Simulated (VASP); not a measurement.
Here is a VASP 6.6.1 calculation.

INCAR

```
SYSTEM = SnSe
ALGO = Normal
EDIFF = 1E-6
ENCUT = 520
GGA = CA
ISIF = 2
ISMEAR = 0
LASPH = .TRUE.
LCHARG = .FALSE.
LREAL = .FALSE.
LWAVE = .FALSE.
NBANDS = 17
NELM = 60
PREC = Accurate
SIGMA = 0.05
```

KPOINTS

```
k-points
0
G
  10 10 10
  0 0 0
```

Contents of POSCAR:

```
SnSe
1.0
    0.0000000000      3.1775582479      2.7009245107
    3.1775582479      0.0000000000      2.7009245107
    3.1775582479      3.1775582479      0.0000000000
Sn Se
1 1
Direct
    0.0000000000      0.0000000000      0.0000000000
    0.5000000000      0.5000000000      0.5000000000
```

Potentials or basis: VASP PAW LDA potentials, release 64 (Sn_d, Se).

Run with:

```console
$ cat potpaw_LDA.64/Sn_d/POTCAR potpaw_LDA.64/Se/POTCAR > POTCAR
$ mpirun -np 1 vasp_std > vasp.out
```

Question: Predict the pressure.

Answer: 0.3 GPa.

Stress tensor (GPa, compression positive):
```
-6.97  0.00  0.00
 0.00 -6.97  0.00
 0.00  0.00 14.85
```
